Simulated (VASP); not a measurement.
# WC (WC type) (P-6m2) in VASP: single point with PBE

Aim: the single point of WC (WC type) with PBE.

All numbers are computed with VASP 6.6.1; they aren't measurements. Logs are shortened: lines on timing, memory, paths and dates and some standing lists are left out, and cuts for length are marked.

## Step 1: The cell of the first run

It takes space group P-6m2 (No. 187, hexagonal). Conventional cell: a = 2.849 Å, b = 2.849 Å, c = 2.792 Å, α = 90.00°, β = 90.00°, γ = 120.00°. W (site symmetry -6m2) has 6 C at 2.16 Å and 8 W at 2.79 to 2.85 Å within 2.9 Å. C (site symmetry -6m2) has 6 W at 2.16 Å and 8 C at 2.79 to 2.85 Å within 2.9 Å.

## Step 2: Single point, PBE

Contents of INCAR:

```
PREC = Accurate ; ENCUT = 520
EDIFF = 1E-6 ; ISMEAR = -1
SIGMA = 0.1 ; LREAL = False
LASPH = True ; NELM = 100
ALGO = Normal ; ISIF = 2
LWAVE = False ; LCHARG = False
GGA = PE ; NBANDS = 16
```

Contents of KPOINTS:

```
Automatic mesh
0
Gamma
  16 16 14
```

Contents of POSCAR:

```
WC
1.0
    2.8493042774      0.0000000000      0.0000000000
   -1.4246521387      2.4675698874      0.0000000000
    0.0000000000      0.0000000000      2.7918605772
W C
1 1
Direct
    0.0000000000      0.0000000000      0.0000000000
    0.3333333333      0.6666666667      0.5000000000
```

Potentials or basis: VASP PAW PBE potentials, release 64 (W_sv, C).

On the command line:

```
$ cat potpaw_PBE.64/W_sv/POTCAR potpaw_PBE.64/C/POTCAR > POTCAR
$ mpirun -np 1 vasp_std > vasp.out
```

OUTCAR:

```text
PREC = Accurate
   ENCUT = 520
   EDIFF = 1E-6
   ISMEAR = -1
   LREAL = False
   LASPH = True
   NELM = 100
   ISIF = 2
   GGA = PE

 ion  position               nearest neighbor table
   1  0.000  0.000  0.000-   2 2.16   2 2.16   2 2.16   2 2.16   2 2.16   2 2.16
   2  0.333  0.667  0.500-   1 2.16   1 2.16   1 2.16   1 2.16   1 2.16   1 2.16

  LATTYP: Found a hexagonal cell.
 ALAT       =     2.8493042774
 C/A-ratio  =     0.9798393942

  Lattice vectors:

 A1 = (   2.8493042774,   0.0000000000,   0.0000000000)
 A2 = (  -1.4246521387,   2.4675698874,   0.0000000000)
 A3 = (   0.0000000000,   0.0000000000,   2.7918605772)

Analysis of symmetry for initial positions (statically):
=====================================================================
 Subroutine PRICEL returns:
 Original cell was already a primitive cell.

 Routine SETGRP: Setting up the symmetry group for a
 hexagonal supercell.

 Subroutine GETGRP returns: Found 12 space group operations
 (whereof 12 operations were pure point group operations)
 out of a pool of 24 trial point group operations.

The static configuration has the point symmetry D_3h.

Analysis of symmetry for dynamics (positions and initial velocities):
=====================================================================
 Subroutine PRICEL returns:
 Original cell was already a primitive cell.

 Routine SETGRP: Setting up the symmetry group for a
 hexagonal supercell.

 Subroutine GETGRP returns: Found 12 space group operations
 (whereof 12 operations were pure point group operations)
 out of a pool of 24 trial point group operations.

The dynamic configuration has the point symmetry D_3h.

 Subroutine INISYM returns: Found 12 space group operations
 (whereof 12 operations are pure point group operations),
 and found     1 'primitive' translations

----------------------------------------------------------------------------------------

                                     Primitive cell

  volume of cell :      19.6292

  direct lattice vectors                    reciprocal lattice vectors
     2.849304277  0.000000000  0.000000000     0.350962868  0.202628506  0.000000000
    -1.424652139  2.467569887  0.000000000     0.000000000  0.405257012  0.000000000
     0.000000000  0.000000000  2.791860577     0.000000000  0.000000000  0.358184076

  length of vectors
     2.849304277  2.849304277  2.791860577     0.405257012  0.405257012  0.358184076

  position of ions in fractional coordinates (direct lattice)
     0.000000000  0.000000000  0.000000000
     0.333333333  0.666666667  0.500000000

  ion indices of the primitive-cell ions
   primitive index   ion index
                 1           1
                 2           2

----------------------------------------------------------------------------------------

 KPOINTS: Automatic mesh

Automatic generation of k-mesh.
 Grid dimensions read from file:
 generate k-points for:   16   16   14

 Generating k-lattice:

  Cartesian coordinates                     Fractional coordinates (reciprocal lattice)
     0.021935179  0.012664282  0.000000000     0.062500000  0.000000000  0.000000000
     0.000000000  0.025328563  0.000000000     0.000000000  0.062500000  0.000000000
     0.000000000  0.000000000  0.025584577     0.000000000  0.000000000  0.071428571

  Length of vectors
     0.025328563  0.025328563  0.025584577

  Shift w.r.t. Gamma in fractional coordinates (k-lattice)
     0.000000000  0.000000000  0.000000000

 Subroutine IBZKPT returns following result:
 ===========================================

 Found    240 irreducible k-points:

 Following reciprocal coordinates:
            Coordinates               Weight
  0.000000  0.000000  0.000000      1.000000
  0.062500 -0.000000  0.000000      6.000000
  0.125000 -0.000000  0.000000      6.000000
  0.187500 -0.000000  0.000000      6.000000
  0.250000 -0.000000  0.000000      6.000000
  0.312500  0.000000  0.000000      6.000000
[... 16 lines left out ...]
  0.187500  0.187500  0.000000      6.000000
  0.250000  0.187500  0.000000     12.000000
 [... further k-points ...]
   k-points           NKPTS =    240   k-points in BZ     NKDIM =    240   number of bands    NBANDS=     16
   number of dos      NEDOS =    301   number of ions     NIONS =      2
   total plane-waves  NPLWV =  13824
   dimension x,y,z NGX =    24 NGY =   24 NGZ =   24
   dimension x,y,z NGXF=    48 NGYF=   48 NGZF=   48
   ions per type =               1   1
   NGX,Y,Z   is equivalent  to a cutoff of  14.00, 14.00, 14.29 a.u.
   NGXF,Y,Z  is equivalent  to a cutoff of  28.01, 28.01, 28.58 a.u.
 SYSTEM =  unknown system
   PREC   = accura    normal or accurate (medium, high low for compatibility)
   ISTART =      0    job   : 0-new  1-cont  2-samecut
   ICHARG =      2    charge: 1-file 2-atom 10-const
   ISPIN  =      1    spin polarized calculation?
   LNONCOLLINEAR =      F non collinear calculations
   LSORBIT =      F    spin-orbit coupling
   LASPH  =      T    aspherical Exc in radial PAW
   ENCUT  =  520.0 eV  38.22 Ry    6.18 a.u.   5.30  5.30  5.19*2*pi/ulx,y,z
   NELM   =    100;   NELMIN=  2; NELMDL= -5     # of ELM steps
   EDIFF  = 0.1E-05   stopping-criterion for ELM
   LREAL  =      F    real-space projection
   EDIFFG = 0.1E-04   stopping-criterion for IOM
   NSW    =      0    number of steps for IOM
   IBRION =     -1    ionic relax: 0-MD 1-quasi-New 2-CG
   NFREE  =      0    steps in history (QN), initial steepest desc. (CG)
   ISIF   =      2    stress and relaxation
   ISYM   =      2    0-nonsym 1-usesym 2-fastsym
   POTIM  = 0.5000    time-step for ionic-motion
   TEBEG  =    0.0;   TEEND  =   0.0 temperature during run
   PSTRESS=    0.0 pullay stress
   NELECT =      18.0000    total number of electrons
   NUPDOWN=      -1.0000    fix difference up-down
   EMIN   =  10.00;   EMAX   =-10.00  energy-range for DOS
   EFERMI =   0.00;   METHOD = LEGACY
   ISMEAR =    -1;   SIGMA  =   0.10  broadening in eV -4-tet -1-fermi 0-gaus
   EFERMI_NEDOS =   21; number of points for ismear=-14 and -15
   IALGO  =     38    algorithm
   IMIX   =      4    mixing-type and parameters
     AMIX     =   0.40;   BMIX     =  1.00
     AMIX_MAG =   1.60;   BMIX_MAG =  1.00
  volume/ion in A,a.u.               =       9.81        66.23
  Fermi-wavevector in a.u.,A,eV,Ry     =   1.590493  3.005595 34.418206  2.529667
  Thomas-Fermi vector in A             =   2.689179
   LORBIT       =      0    0 simple, 1 ext, 2 COOP (PROOUT), +10 PAW based schemes
   GGA     = PE    functional components
   LHFCALC =     F    Hartree Fock is set to
   AEXX    =    0.0000 exact exchange contribution
   IVDW    =     0    specifies the selected vdW correction
   LEPSILON=     F    determine dielectric tensor
   LRPA    =     F    only Hartree local field effects (RPA)
 non-spin polarized calculation
  energy-cutoff  :      520.00
  volume of cell :       19.63
 maximum number of plane-waves:       545
 NGX is ok and might be reduce to    24
   NGX = 11   NGY = 11   NGZ = 11

 number of electron      18.0000000 magnetization

 Free energy of the ion-electron system (eV)
  ---------------------------------------------------
  ext. energy  EPLUGINS =         0.00000000
  ---------------------------------------------------
  free energy    TOTEN  =       -22.31279229 eV

  energy without entropy =      -22.30391896  energy(sigma->0) =      -22.30835562

 E-fermi :  11.9105     XC(G=0): -14.1132

 val. band max:       11.9087632470   @ k =   0.4375  -0.0000   0.5000
 cond. band min:      11.9357228690   @ k =   0.0000   0.0000   0.0714
 fundamental gap:      0.0269596220
 Fermi energy:        11.9104899260

 k-point     1 :       0.0000    0.0000    0.0000
  band No.  band energies     occupation
      1     -61.9921      2.00000
      2     -25.9806      2.00000
      3     -25.8419      2.00000
      4     -25.8419      2.00000
      5      -2.9884      2.00000
      6       7.2464      2.00000
[... 8 lines left out ...]
     15      26.8033      0.00000
     16      29.1744      0.00000

 k-point     2 :       0.0625   -0.0000    0.0000
  band No.  band energies     occupation
      1     -61.9891      2.00000
      2     -25.9753      2.00000
      3     -25.8827      2.00000
      4     -25.8510      2.00000
      5      -2.8768      2.00000
      6       7.2910      2.00000
[... 8 lines left out ...]
     15      26.5328      0.00000
     16      29.4071      0.00000

 k-point     3 :       0.1250   -0.0000    0.0000
  band No.  band energies     occupation
      1     -61.9809      2.00000
      2     -25.9975      2.00000
      3     -25.9602      2.00000
      4     -25.8768      2.00000
      5      -2.5542      2.00000
      6       7.2284      2.00000
[... 8 lines left out ...]
     15      26.1369      0.00000
     16      30.0708      0.00000

 k-point     4 :       0.1875   -0.0000    0.0000
  band No.  band energies     occupation
      1     -61.9684      2.00000
      2     -26.1659      2.00000
      3     -25.9375      2.00000
      4     -25.9151      2.00000
      5      -2.0548      2.00000
      6       6.7211      2.00000
[... 8 lines left out ...]
     15      25.9997      0.00000
     16      30.8801      0.00000

 k-point     5 :       0.2500   -0.0000    0.0000
  band No.  band energies     occupation
      1     -61.9537      2.00000
      2     -26.3595      2.00000
      3     -25.9600      2.00000
      4     -25.9107      2.00000
      5      -1.4315      2.00000
      6       6.0790      2.00000
[... 8 lines left out ...]
     15      26.3675      0.00000
     16      30.6601      0.00000

 k-point     6 :       0.3125    0.0000    0.0000
  band No.  band energies     occupation
      1     -61.9389      2.00000
      2     -26.5481      2.00000
      3     -26.0045      2.00000
      4     -25.8837      2.00000
      5      -0.7545      2.00000
      6       5.4903      2.00000
[... 8 lines left out ...]
     15      27.2512      0.00000
     16      29.7321      0.00000

 k-point     7 :       0.3750   -0.0000    0.0000
  band No.  band energies     occupation
      1     -61.9264      2.00000
      2     -26.7044      2.00000
      3     -26.0419      2.00000
      4     -25.8607      2.00000
      5      -0.1157      2.00000
      6       5.0234      2.00000
[... 8 lines left out ...]
     15      27.1284      0.00000
     16      29.3752      0.00000

 k-point     8 :       0.4375   -0.0000    0.0000
  band No.  band energies     occupation
      1     -61.9180      2.00000
      2     -26.8070      2.00000
      3     -26.0667      2.00000
      4     -25.8453      2.00000
      5       0.3628      2.00000
      6       4.7181      2.00000
[... 8 lines left out ...]
     15      25.9076      0.00000
     16      30.3675      0.00000

 k-point     9 :       0.5000   -0.0000    0.0000
  band No.  band energies     occupation
      1     -61.9150      2.00000
      2     -26.8427      2.00000
      3     -26.0754      2.00000
      4     -25.8399      2.00000
      5       0.5449      2.00000
      6       4.6099      2.00000
[... 8 lines left out ...]
     15      25.4157      0.00000
     16      30.8274      0.00000
[... 172 lines left out ...]
 k-point    19 :       0.2500    0.1250    0.0000
  band No.  band energies     occupation
      1     -61.9343      2.00000
      2     -26.5534      2.00000
      3     -26.0742      2.00000
      4     -25.8754      2.00000
      5      -0.5015      2.00000
      6       5.4335      2.00000
[... 8 lines left out ...]
     15      27.4203      0.00000
     16      29.5639      0.00000

 k-point    20 :       0.3125    0.1250    0.0000
  band No.  band energies     occupation
      1     -61.9228      2.00000
      2     -26.6821      2.00000
      3     -26.1256      2.00000
      4     -25.8542      2.00000
      5       0.1314      2.00000
      6       5.0416      2.00000
[... 8 lines left out ...]
     15      27.6163      0.00000
     16      29.1792      0.00000

 k-point    21 :       0.3750    0.1250    0.0000
  band No.  band energies     occupation
      1     -61.9150      2.00000
      2     -26.7668      2.00000
      3     -26.1598      2.00000
      4     -25.8399      2.00000
      5       0.6089      2.00000
      6       4.7877      2.00000
[... 8 lines left out ...]
     15      26.6830      0.00000
     16      30.0310      0.00000

 k-point    22 :       0.4375    0.1250    0.0000
  band No.  band energies     occupation
      1     -61.9123      2.00000
      2     -26.7964      2.00000
      3     -26.1718      2.00000
      4     -25.8349      2.00000
      5       0.7912      2.00000
      6       4.6987      2.00000
[... 8 lines left out ...]
     15      26.2310      0.00000
     16      30.3909      0.00000

 k-point    23 :       0.1875    0.1875    0.0000
  band No.  band energies     occupation
      1     -61.9355      2.00000
      2     -26.5191      2.00000
      3     -26.0924      2.00000
      4     -25.8775      2.00000
      5      -0.5485      2.00000
      6       5.5168      2.00000
[... 8 lines left out ...]
     15      27.2473      0.00000
     16      29.8676      0.00000

 k-point    24 :       0.2500    0.1875    0.0000
  band No.  band energies     occupation
      1     -61.9239      2.00000
      2     -26.6225      2.00000
      3     -26.1717      2.00000
      4     -25.8563      2.00000
      5       0.0931      2.00000
      6       5.1747      2.00000
[... 8 lines left out ...]
     15      28.0421      0.00000
     16      29.0823      0.00000

 [... further k-points ...]

------------------------ aborting loop because EDIFF is reached ----------------------------------------

  FORCE on cell =-STRESS in cart. coord.  units (eV):
  Direction    XX          YY          ZZ          XY          YZ          ZX
  --------------------------------------------------------------------------------------
  -------------------------------------------------------------------------------------
  Total        3.9638331      3.9638331      4.0090708     -0.0000000     -0.0000000     -0.0000000
  in kB      323.5369812    323.5369813    327.2293828     -0.0000000     -0.0000000     -0.0000000
  external PRESSURE =     324.7677818 kB  Pullay stress =       0.0000000 kB

 VOLUME and BASIS-vectors are now :
 -----------------------------------------------------------------------------
  energy-cutoff  :      520.00
  volume of cell :       19.63
      direct lattice vectors                 reciprocal lattice vectors
     2.849304277  0.000000000  0.000000000     0.350962868  0.202628506  0.000000000
    -1.424652139  2.467569887  0.000000000     0.000000000  0.405257012  0.000000000
     0.000000000  0.000000000  2.791860577     0.000000000  0.000000000  0.358184076

 POSITION                                       TOTAL-FORCE (eV/Angst)
 -----------------------------------------------------------------------------------
      0.00000      0.00000      0.00000         0.000000      0.000000      0.000000
     -0.00000      1.64505      1.39593         0.000000      0.000000      0.000000
 -----------------------------------------------------------------------------------
    total drift:                                0.000000     -0.000000     -0.000000

  FREE ENERGIE OF THE ION-ELECTRON SYSTEM (eV)
  ---------------------------------------------------
  free  energy   TOTEN  =       -22.3127922879 eV

  energy  without entropy=      -22.3039189570  energy(sigma->0) =      -22.30835562
```

Wall time 53 s (1 thread of Intel Xeon Platinum 8488C (Sapphire Rapids), shared host); peak memory 0.2 GiB.

Results:

```yaml
Free_energy: -22.3128 eV
Pressure: 32.5 GPa
Band_gap_on_the_k_mesh: zero (band 9 reaches 12.53 eV, above the bottom of band 10 at 11.24 eV)
```

Caveat: spin-orbit coupling is left out, which moves the levels of the heavy elements.
